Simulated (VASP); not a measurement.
# BeS (F-43m) in VASP: further runs

The runs below take BeS through single point, with r2SCAN.

All numbers are computed with VASP 6.6.1; they aren't measurements. Logs are shortened: lines on timing, memory, paths and dates and some standing lists are left out, and cuts for length are marked.

## Step 1: The cell of the first run

The structure is cubic, space group F-43m (No. 216). Conventional cell: a = 4.869 Å, b = 4.869 Å, c = 4.869 Å, α = 90.00°, β = 90.00°, γ = 90.00°. Within 2.8 Å of Be (site symmetry -43m) lie 4 S at 2.11 Å. S (site symmetry -43m) has 4 Be at 2.11 Å within 2.8 Å.

## Step 2: Single point, r2SCAN

POSCAR

```
BeS
1.0
    0.0000000000      2.4343062304      2.4343062304
    2.4343062304      0.0000000000      2.4343062304
    2.4343062304      2.4343062304      0.0000000000
Be S
1 1
Direct
    0.0000000000      0.0000000000      0.0000000000
    0.2500000000      0.2500000000      0.2500000000
```

INCAR.step1

```
SYSTEM = BeS
  PREC = Accurate
  ENCUT = 520
  ISMEAR = -1
  SIGMA = 0.001
  LREAL = .FALSE.
  LASPH = .TRUE.
  NELM = 100
  NBANDS = 11
  GGA = PE
  ALGO = Normal
  EDIFF = 1E-4
  LWAVE = .TRUE.
  LCHARG = .FALSE.
```

INCAR.step2

```
SYSTEM = BeS
  PREC = Accurate
  ENCUT = 520
  EDIFF = 1E-7
  ISMEAR = -1
  SIGMA = 0.001
  LREAL = .FALSE.
  LASPH = .TRUE.
  NELM = 100
  ALGO = Normal
  ISIF = 2
  LWAVE = .FALSE.
  LCHARG = .FALSE.
  METAGGA = R2SCAN
  LMIXTAU = .TRUE.
  NBANDS = 11
  ISTART = 1
```

KPOINTS

```
regular mesh
0
G
  6 6 6
  0 0 0
```

Potentials or basis: VASP PAW PBE potentials, release 64 (Be, S).

On the command line:

```sh
$ cat potpaw_PBE.64/Be/POTCAR potpaw_PBE.64/S/POTCAR > POTCAR
$ cp INCAR.step1 INCAR
$ mpirun -np 1 vasp_std > vasp.out
$ cp INCAR.step2 INCAR
$ mpirun -np 1 vasp_std > vasp.out
```

OUTCAR:

```text
SYSTEM = BeS
   PREC = Accurate
   ENCUT = 520
   EDIFF = 1E-7
   ISMEAR = -1
   LREAL = .FALSE.
   LASPH = .TRUE.
   NELM = 100
   ISIF = 2
   METAGGA = R2SCAN
   ISTART = 1

 ion  position               nearest neighbor table
   1  0.000  0.000  0.000-   2 2.11   2 2.11   2 2.11   2 2.11
   2  0.250  0.250  0.250-   1 2.11   1 2.11   1 2.11   1 2.11

  LATTYP: Found a face centered cubic cell.
 ALAT       =     4.8686124608

  Lattice vectors:

 A1 = (   0.0000000000,   2.4343062304,   2.4343062304)
 A2 = (   2.4343062304,   0.0000000000,   2.4343062304)
 A3 = (   2.4343062304,   2.4343062304,   0.0000000000)

Analysis of symmetry for initial positions (statically):
=====================================================================
 Subroutine PRICEL returns:
 Original cell was already a primitive cell.

 Routine SETGRP: Setting up the symmetry group for a
 face centered cubic supercell.

 Subroutine GETGRP returns: Found 24 space group operations
 (whereof 24 operations were pure point group operations)
 out of a pool of 48 trial point group operations.

The static configuration has the point symmetry T_d .

Analysis of symmetry for dynamics (positions and initial velocities):
=====================================================================
 Subroutine PRICEL returns:
 Original cell was already a primitive cell.

 Routine SETGRP: Setting up the symmetry group for a
 face centered cubic supercell.

 Subroutine GETGRP returns: Found 24 space group operations
 (whereof 24 operations were pure point group operations)
 out of a pool of 48 trial point group operations.

The dynamic configuration has the point symmetry T_d .

 Subroutine INISYM returns: Found 24 space group operations
 (whereof 24 operations are pure point group operations),
 and found     1 'primitive' translations

----------------------------------------------------------------------------------------

                                     Primitive cell

  volume of cell :      28.8507

  direct lattice vectors                    reciprocal lattice vectors
     0.000000000  2.434306230  2.434306230    -0.205397330  0.205397330  0.205397330
     2.434306230  0.000000000  2.434306230     0.205397330 -0.205397330  0.205397330
     2.434306230  2.434306230  0.000000000     0.205397330  0.205397330 -0.205397330

  length of vectors
     3.442628886  3.442628886  3.442628886     0.355758611  0.355758611  0.355758611

  position of ions in fractional coordinates (direct lattice)
     0.000000000  0.000000000  0.000000000
[... 77 lines left out ...]
   POTIM  = 0.5000    time-step for ionic-motion
   TEBEG  =    0.0;   TEEND  =   0.0 temperature during run
   PSTRESS=    0.0 pullay stress
   NELECT =       8.0000    total number of electrons
   NUPDOWN=      -1.0000    fix difference up-down
   EMIN   =  10.00;   EMAX   =-10.00  energy-range for DOS
   EFERMI =   0.00;   METHOD = LEGACY
   ISMEAR =    -1;   SIGMA  =   0.00  broadening in eV -4-tet -1-fermi 0-gaus
   EFERMI_NEDOS =   21; number of points for ismear=-14 and -15
   IALGO  =     38    algorithm
   IMIX   =      4    mixing-type and parameters
     AMIX     =   0.40;   BMIX     =  1.00
     AMIX_MAG =   1.60;   BMIX_MAG =  1.00
  volume/ion in A,a.u.               =      14.43        97.35
  Fermi-wavevector in a.u.,A,eV,Ry     =   1.067545  2.017368 15.505918  1.139653
  Thomas-Fermi vector in A             =   2.203165
   LORBIT       =      0    0 simple, 1 ext, 2 COOP (PROOUT), +10 PAW based schemes
   METAGGA = R2SCAN    functional components
   LHFCALC =     F    Hartree Fock is set to
   AEXX    =    0.0000 exact exchange contribution
   IVDW    =     0    specifies the selected vdW correction
   LEPSILON=     F    determine dielectric tensor
   LRPA    =     F    only Hartree local field effects (RPA)
 non-spin polarized calculation
  energy-cutoff  :      520.00
  volume of cell :       28.85
 maximum number of plane-waves:       791
 NGX is ok and might be reduce to    28
   NGX = 13   NGY = 13   NGZ = 13

 number of electron       7.9999999 magnetization

 Free energy of the ion-electron system (eV)
  ---------------------------------------------------
  ext. energy  EPLUGINS =         0.00000000
  ---------------------------------------------------
  free energy    TOTEN  =       -14.78424880 eV

  energy without entropy =      -14.78424880  energy(sigma->0) =      -14.78424880

 E-fermi :   3.8956     XC(G=0): -10.1328

 val. band max:        3.8500575443   @ k =   0.0000   0.0000   0.0000
 cond. band min:       7.4474676129   @ k =   0.5000   0.5000   0.0000
 fundamental gap:      3.5974100685
 Fermi energy:         3.8955708435

 k-point     1 :       0.0000    0.0000    0.0000
  band No.  band energies     occupation
      1     -10.3670      2.00000
      2       3.8501      2.00000
      3       3.8501      2.00000
      4       3.8501      2.00000
      5      10.1132      0.00000
      6      10.1132      0.00000
      7      10.1132      0.00000
      8      10.4344      0.00000
      9      17.2511      0.00000
     10      17.2511      0.00000
     11      19.6602      0.00000
[... 197 lines left out ...]
 k-point    16 :      -0.3333    0.5000    0.1667
  band No.  band energies     occupation
      1      -8.1219      2.00000
      2      -0.8469      2.00000
      3       0.3850      2.00000
      4       0.6477      2.00000
      5       9.5043      0.00000
      6      11.0641      0.00000
      7      14.6816      0.00000
      8      15.0665      0.00000
      9      19.1228      0.00000
     10      19.4232      0.00000
     11      21.7801      0.00000

------------------------ aborting loop because EDIFF is reached ----------------------------------------

  FORCE on cell =-STRESS in cart. coord.  units (eV):
  Direction    XX          YY          ZZ          XY          YZ          ZX
  --------------------------------------------------------------------------------------
  -------------------------------------------------------------------------------------
  Total        0.0551276      0.0551276      0.0551276     -0.0000000      0.0000000      0.0000000
  in kB        3.0614269      3.0614269      3.0614269     -0.0000000      0.0000000      0.0000000
  external PRESSURE =       3.0614269 kB  Pullay stress =       0.0000000 kB

 VOLUME and BASIS-vectors are now :
 -----------------------------------------------------------------------------
  energy-cutoff  :      520.00
  volume of cell :       28.85
      direct lattice vectors                 reciprocal lattice vectors
     0.000000000  2.434306230  2.434306230    -0.205397330  0.205397330  0.205397330
     2.434306230  0.000000000  2.434306230     0.205397330 -0.205397330  0.205397330
     2.434306230  2.434306230  0.000000000     0.205397330  0.205397330 -0.205397330

 POSITION                                       TOTAL-FORCE (eV/Angst)
 -----------------------------------------------------------------------------------
      0.00000      0.00000      0.00000         0.000000      0.000000      0.000000
      1.21715      1.21715      1.21715        -0.000000     -0.000000     -0.000000
 -----------------------------------------------------------------------------------
    total drift:                                0.000000      0.000000      0.000000

  FREE ENERGIE OF THE ION-ELECTRON SYSTEM (eV)
  ---------------------------------------------------
  free  energy   TOTEN  =       -14.7842488003 eV

  energy  without entropy=      -14.7842488003  energy(sigma->0) =      -14.78424880
```

Wall time 58 s (1 thread of AMD EPYC 7R13, shared host); peak memory 0.12 GiB.

What came out:

| Item | Value |
| --- | --- |
| Free energy | -14.7842 eV |
| Pressure | 0.3 GPa |
| Band gap on the k mesh | 3.60 eV, indirect (least direct gap 6.26 eV) |

Caveat: the PAW data sets were made with another functional, which shifts forces and pressure a little.

## Step 3: Single point, r2SCAN

POSCAR is that of step 2.

INCAR.step1

```
SYSTEM = BeS
  PREC = Accurate
  ENCUT = 520
  ISMEAR = 0
  SIGMA = 0.01
  LREAL = .FALSE.
  LASPH = .TRUE.
  NELM = 80
  NBANDS = 11
  GGA = PE
  ALGO = Normal
  EDIFF = 1E-4
  LWAVE = .TRUE.
  LCHARG = .FALSE.
```

Edit INCAR.step2 of step 2 so:

```diff
@@ -3,8 +3,8 @@
   ENCUT = 520
-  EDIFF = 1E-7
-  ISMEAR = -1
-  SIGMA = 0.001
+  EDIFF = 1E-6
+  ISMEAR = 0
+  SIGMA = 0.01
   LREAL = .FALSE.
   LASPH = .TRUE.
-  NELM = 100
+  NELM = 80
   ALGO = Normal
```

KPOINTS

```
Automatic mesh
0
G
  6 6 6
  0 0 0
```

Potentials or basis: VASP PAW PBE potentials, release 64 (Be, S).

On the command line:

```sh
$ cat potpaw_PBE.64/Be/POTCAR potpaw_PBE.64/S/POTCAR > POTCAR
$ cp INCAR.step1 INCAR
$ mpirun -np 1 vasp_std > vasp.out
$ cp INCAR.step2 INCAR
$ mpirun -np 1 vasp_std > vasp.out
```

OUTCAR:

```text
SYSTEM = BeS
   PREC = Accurate
   ENCUT = 520
   EDIFF = 1E-6
   ISMEAR = 0
   LREAL = .FALSE.
   LASPH = .TRUE.
   NELM = 80
   ISIF = 2
   METAGGA = R2SCAN
   ISTART = 1

 ion  position               nearest neighbor table
   1  0.000  0.000  0.000-   2 2.11   2 2.11   2 2.11   2 2.11
   2  0.250  0.250  0.250-   1 2.11   1 2.11   1 2.11   1 2.11

  LATTYP: Found a face centered cubic cell.
 ALAT       =     4.8686124608

  Lattice vectors:

 A1 = (   0.0000000000,   2.4343062304,   2.4343062304)
 A2 = (   2.4343062304,   0.0000000000,   2.4343062304)
 A3 = (   2.4343062304,   2.4343062304,   0.0000000000)

Analysis of symmetry for initial positions (statically):
=====================================================================
 Subroutine PRICEL returns:
 Original cell was already a primitive cell.

 Routine SETGRP: Setting up the symmetry group for a
 face centered cubic supercell.

 Subroutine GETGRP returns: Found 24 space group operations
 (whereof 24 operations were pure point group operations)
 out of a pool of 48 trial point group operations.

The static configuration has the point symmetry T_d .
[... 162 lines left out ...]
      1     -10.3670      2.00000
      2       3.8500      2.00000
      3       3.8500      2.00000
      4       3.8500      2.00000
      5      10.1133      0.00000
      6      10.1133      0.00000
      7      10.1133      0.00000
      8      10.4344      0.00000
      9      17.2512      0.00000
     10      17.2512      0.00000
     11      19.6603      0.00000
[... 197 lines left out ...]
 k-point    16 :      -0.3333    0.5000    0.1667
  band No.  band energies     occupation
      1      -8.1219      2.00000
      2      -0.8469      2.00000
      3       0.3850      2.00000
      4       0.6477      2.00000
      5       9.5043      0.00000
      6      11.0641      0.00000
      7      14.6817      0.00000
      8      15.0665      0.00000
      9      19.1228      0.00000
     10      19.4233      0.00000
     11      21.7801      0.00000

------------------------ aborting loop because EDIFF is reached ----------------------------------------

  FORCE on cell =-STRESS in cart. coord.  units (eV):
  Direction    XX          YY          ZZ          XY          YZ          ZX
  --------------------------------------------------------------------------------------
  -------------------------------------------------------------------------------------
  Total        0.0553587      0.0553587      0.0553587      0.0000000      0.0000000      0.0000000
  in kB        3.0742619      3.0742619      3.0742619      0.0000000      0.0000000      0.0000000
  external PRESSURE =       3.0742619 kB  Pullay stress =       0.0000000 kB

 VOLUME and BASIS-vectors are now :
 -----------------------------------------------------------------------------
  energy-cutoff  :      520.00
  volume of cell :       28.85
      direct lattice vectors                 reciprocal lattice vectors
     0.000000000  2.434306230  2.434306230    -0.205397330  0.205397330  0.205397330
     2.434306230  0.000000000  2.434306230     0.205397330 -0.205397330  0.205397330
     2.434306230  2.434306230  0.000000000     0.205397330  0.205397330 -0.205397330

 POSITION                                       TOTAL-FORCE (eV/Angst)
 -----------------------------------------------------------------------------------
      0.00000      0.00000      0.00000        -0.000000     -0.000000     -0.000000
      1.21715      1.21715      1.21715         0.000000      0.000000      0.000000
 -----------------------------------------------------------------------------------
    total drift:                                0.000000      0.000000      0.000000

  FREE ENERGIE OF THE ION-ELECTRON SYSTEM (eV)
  ---------------------------------------------------
  free  energy   TOTEN  =       -14.7842483743 eV

  energy  without entropy=      -14.7842483743  energy(sigma->0) =      -14.78424837
```

OUTCAR.step1:

```text
SYSTEM = BeS
   PREC = Accurate
   ENCUT = 520
   ISMEAR = 0
   LREAL = .FALSE.
   LASPH = .TRUE.
[... 435 lines left out ...]
      0.00000      0.00000      0.00000         0.000000      0.000000      0.000000
      1.21715      1.21715      1.21715        -0.000000     -0.000000     -0.000000
 -----------------------------------------------------------------------------------
    total drift:                               -0.000000     -0.000000     -0.000000

  FREE ENERGIE OF THE ION-ELECTRON SYSTEM (eV)
  ---------------------------------------------------
  free  energy   TOTEN  =       -10.0104601377 eV

  energy  without entropy=      -10.0104601377  energy(sigma->0) =      -10.01046014
```

It took 49 s on 1 thread of AMD EPYC 7R13, shared host; peak memory 0.12 GiB.

Results:

```
Free energy            : -14.7842 eV
Pressure               : 0.3 GPa
Band gap on the k mesh : 3.60 eV, indirect (least direct gap 6.26 eV)
```

Caveat: the PAW data sets were made with another functional, which shifts forces and pressure a little.
